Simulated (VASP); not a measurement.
# MgS (F-43m) in VASP: a series of runs, part 2 of 2

VASP 6.6.1.

### 4 Single point, B3LYP

This run uses another cell than the first one, of 23.18 Å³/atom, 0.962 times its volume.

File POSCAR:

```
MgS
1.0
    0.0000000000      2.8513536765      2.8513536765
    2.8513536765      0.0000000000      2.8513536765
    2.8513536765      2.8513536765      0.0000000000
S Mg
1 1
Direct
    0.2500000000      0.2500000000      0.2500000000
    0.0000000000      0.0000000000      0.0000000000
```

File INCAR.step1:

```
ALGO = Normal
EDIFF = 1E-5
ENCUT = 520
GGA = PE
ISIF = 2
ISMEAR = -1
LASPH = True
LREAL = False
LWAVE = True
NBANDS = 11
NELM = 60
PREC = Accurate
SIGMA = 0.05
```

File INCAR.step2:

```
AEXX = 0.2
AGGAC = 0.81
AGGAX = 0.72
ALDAC = 0.19
ALGO = Normal
EDIFF = 1E-7
ENCUT = 520
GGA = B3
ISIF = 2
ISMEAR = -1
ISTART = 1
LASPH = True
LCHARG = True
LELF = True
LHFCALC = True
LREAL = False
LVHAR = True
LWAVE = False
NBANDS = 11
NELM = 60
PREC = Accurate
PRECFOCK = Normal
SIGMA = 0.05
```

File KPOINTS:

```
k-points
0
Gamma
  4 4 4
```

Launch:

```
> cat potpaw_PBE.64/S/POTCAR potpaw_PBE.64/Mg/POTCAR > POTCAR
> cp INCAR.step1 INCAR
> mpirun -np 1 vasp_std > vasp.out
> cp INCAR.step2 INCAR
> mpirun -np 1 vasp_std > vasp.out
```

Run time: 85 s. Hardware: 1 thread of Intel Xeon Platinum 8488C (Sapphire Rapids), shared host; peak memory 0.17 GiB.

The run converged. Its results:

- Free energy: -9.3941 eV
- Pressure: -0.1 GPa
- Band gap on the k mesh: 4.90 eV, direct

Levels at points of the mesh, in eV from the valence-band top:
```tsv
k point	band 1	band 2	band 3	band 4	band 5	band 6	band 7	band 8
(0.00, 0.00, 0.00)	-12.13	0.00	0.00	0.00	4.90	9.54	9.54	9.54
(0.50, 0.00, 0.00)	-11.43	-3.24	-0.34	-0.34	6.58	9.24	9.24	10.32
(0.50, 0.50, 0.00)	-11.21	-2.94	-1.08	-1.08	5.46	7.16	12.80	13.96
```

Caveat: the k points lie up to 0.48 Å⁻¹ apart; the PAW data sets were made with another functional, which shifts forces and pressure a little.

### 5 Single point, HSE06

This run uses another cell than the first one, of 22.74 Å³/atom, 0.943 times its volume.

File POSCAR:

```
MgS
1.0
    0.0000000000      2.8331200468      2.8331200468
    2.8331200468      0.0000000000      2.8331200468
    2.8331200468      2.8331200468      0.0000000000
S Mg
1 1
Direct
    0.2500000000      0.2500000000      0.2500000000
    0.0000000000      0.0000000000      0.0000000000
```

File INCAR.step1:

```
SYSTEM = MgS
PREC = Accurate
ENCUT = 520
EDIFF = 1E-5
ISMEAR = -1
SIGMA = 0.05
LREAL = .False.
LASPH = .True.
NELM = 80
ALGO = Normal
ISIF = 2
LWAVE = .True.
GGA = PE
NBANDS = 11
```

File INCAR.step2:

```
SYSTEM = MgS
PREC = Accurate
ENCUT = 520
EDIFF = 1E-6
ISMEAR = -1
SIGMA = 0.05
LREAL = .False.
LASPH = .True.
NELM = 80
ALGO = Normal
ISIF = 2
LWAVE = .False.
LCHARG = .True.
GGA = PE
LHFCALC = .True.
HFSCREEN = 0.2079
PRECFOCK = Normal
LELF = .True.
LVHAR = .True.
ISTART = 1
NBANDS = 11
```

File KPOINTS:

```
regular mesh
0
Gamma
  4 4 4
  0 0 0
```

Launch:

```
> cat potpaw_PBE.64/S/POTCAR potpaw_PBE.64/Mg/POTCAR > POTCAR
> cp INCAR.step1 INCAR
> mpirun -np 1 vasp_std > vasp.out
> cp INCAR.step2 INCAR
> mpirun -np 1 vasp_std > vasp.out
```

Run time: 56 s. Hardware: 1 thread of Intel Xeon Platinum 8488C (Sapphire Rapids), shared host; peak memory 0.28 GiB.

It converged, with:

* Free energy: -9.8340 eV
* Pressure: -0.2 GPa
* Band gap on the k mesh: 4.50 eV, direct

Levels at points of the mesh, in eV from the valence-band top:
```
           k point  band 1  band 2  band 3  band 4  band 5  band 6  band 7  band 8
(0.00, 0.00, 0.00)  -12.41    0.00    0.00    0.00    4.50    9.18    9.18    9.18
(0.50, 0.00, 0.00)  -11.66   -3.38   -0.36   -0.36    6.22    8.82    8.82    9.84
(0.50, 0.50, 0.00)  -11.42   -3.04   -1.12   -1.12    4.86    6.74   12.61   13.74
```

Caveat: the k points lie up to 0.48 Å⁻¹ apart; the PAW data sets were made with another functional, which shifts forces and pressure a little. A k mesh can miss the band edges.

### 6 Relaxation of cell and atoms, B3LYP

This run uses another cell than the first one, of 22.74 Å³/atom, 0.943 times its volume.

POSCAR is that of step 5.

File INCAR.step1:

```
PREC     = Accurate       # precision mode
ENCUT    = 600            # plane-wave cutoff, eV
EDIFF    = 1E-5           # SCF threshold, eV
ISMEAR   = -1             # smearing method
SIGMA    = 0.05           # smearing width, eV
LREAL    = False          # projectors in reciprocal space
LASPH    = True           # aspherical terms in the spheres
NELM     = 60             # most SCF steps
ALGO     = Normal         # electronic algorithm
LWAVE    = True           # write WAVECAR
LCHARG   = False          # write CHGCAR
GGA      = PE             # functional
NBANDS   = 11             # bands
```

File INCAR.step2:

```
PREC     = Accurate       # precision mode
ENCUT    = 600            # plane-wave cutoff, eV
EDIFF    = 1E-7           # SCF threshold, eV
ISMEAR   = -1             # smearing method
SIGMA    = 0.05           # smearing width, eV
LREAL    = False          # projectors in reciprocal space
LASPH    = True           # aspherical terms in the spheres
NELM     = 60             # most SCF steps
ALGO     = Normal         # electronic algorithm
ISIF     = 3              # what is computed and relaxed
LWAVE    = False          # write WAVECAR
LCHARG   = False          # write CHGCAR
GGA      = B3             # functional
LHFCALC  = True           # exact exchange
AEXX     = 0.2            # exact-exchange fraction
AGGAX    = 0.72         
AGGAC    = 0.81         
ALDAC    = 0.19         
PRECFOCK = Normal       
IBRION   = 2              # ionic algorithm
NSW      = 60             # ionic steps
EDIFFG   = -0.01          # ionic threshold
ISTART   = 1
```

File KPOINTS:

```
Automatic mesh
0
Gamma
  4 4 4
```

Potentials or basis: VASP PAW PBE potentials, release 64 (S, Mg).

Launch:

```
> cat potpaw_PBE.64/S/POTCAR potpaw_PBE.64/Mg/POTCAR > POTCAR
> cp INCAR.step1 INCAR
> mpirun -np 1 vasp_std > vasp.out
> cp INCAR.step2 INCAR
> mpirun -np 1 vasp_std > vasp.out
```

Run time: 5.3 min. Hardware: 1 thread of Intel Xeon Platinum 8488C (Sapphire Rapids), shared host; peak memory 0.2 GiB.

The run converged. Its results:

| Item | Value |
| --- | --- |
| Free energy | -9.3948 eV |
| Relaxed volume | 23.14 Å³/atom |
| Relaxed cell | a = 4.030 Å, b = 4.030 Å, c = 4.030 Å, α = 60.00°, β = 60.00°, γ = 60.00° |
| Space group after relaxing (to 0.05 Å) | F-43m (No. 216) |
| Energy gained by relaxing | 1.3 meV/atom |
| Ionic steps | 3 |
| Pressure after relaxing | 0.0 GPa |
| Band gap on the k mesh | 4.91 eV, direct |

The path:
```
step  energy change (eV)  largest force (eV/Å)  pressure (GPa)  volume (Å³)
   1              0.0000                0.0000            1.03        45.48
   2             -0.0024                0.0000           -0.21        46.45
   3             -0.0025                0.0000            0.00        46.28
```

Final structure:
```xyz
2
Lattice="0.0000 2.8496 2.8496 2.8496 0.0000 2.8496 2.8496 2.8496 0.0000" Properties=species:S:1:pos:R:3 pbc="T T T"
S     1.4248    1.4248    1.4248
Mg    0.0000    0.0000    0.0000
```

Levels at points of the mesh, in eV from the valence-band top:
| k point | band 1 | band 2 | band 3 | band 4 | band 5 | band 6 | band 7 | band 8 |
| --- | --- | --- | --- | --- | --- | --- | --- | --- |
| (0.00, 0.00, 0.00) | -12.13 | 0.00 | 0.00 | 0.00 | 4.91 | 9.55 | 9.55 | 9.55 |
| (0.50, 0.00, 0.00) | -11.43 | -3.25 | -0.35 | -0.35 | 6.59 | 9.25 | 9.25 | 10.33 |
| (0.50, 0.50, 0.00) | -11.21 | -2.94 | -1.08 | -1.08 | 5.46 | 7.16 | 12.81 | 13.97 |

Caveat: the k points lie up to 0.48 Å⁻¹ apart in the final cell; the PAW data sets were made with another functional, which shifts forces and pressure a little.

### 7 Overview

| task | level | cell | cutoff (eV) | screening parameter | gap on the mesh (eV) | pressure (GPa) |
| --- | --- | --- | --- | --- | --- | --- |
| single point | PBE0 | a = 4.085 Å, angles 60.0°, 2 atoms | 520 | - | 4.92 | -3.4 |
| single point | B3LYP | a = 4.007 Å, angles 60.0°, 2 atoms | 520 | - | 5.01 | 1.0 |
| single point | B3LYP | a = 4.032 Å, angles 60.0°, 2 atoms | 520 | - | 4.90 | -0.1 |
| single point | HSE06 | a = 4.007 Å, angles 60.0°, 2 atoms | 520 | 0.2079 1/Å | 4.50 | -0.2 |
| relaxation of cell and atoms | B3LYP | relaxed from a = 4.007 Å, angles 60.0°, 2 atoms | 600 | - | 4.91 | 0.0 |

Alike in all rows: potentials or basis VASP PAW PBE potentials, release 64 (S, Mg); no spin polarisation; k mesh 4 × 4 × 4; smearing fermi-dirac 0.05 eV.

Caveats: all runs use coarse meshes; the PAW data sets were made with another functional, which shifts forces and pressure a little.

Absolute energies hang on the potentials; compare differences alone.
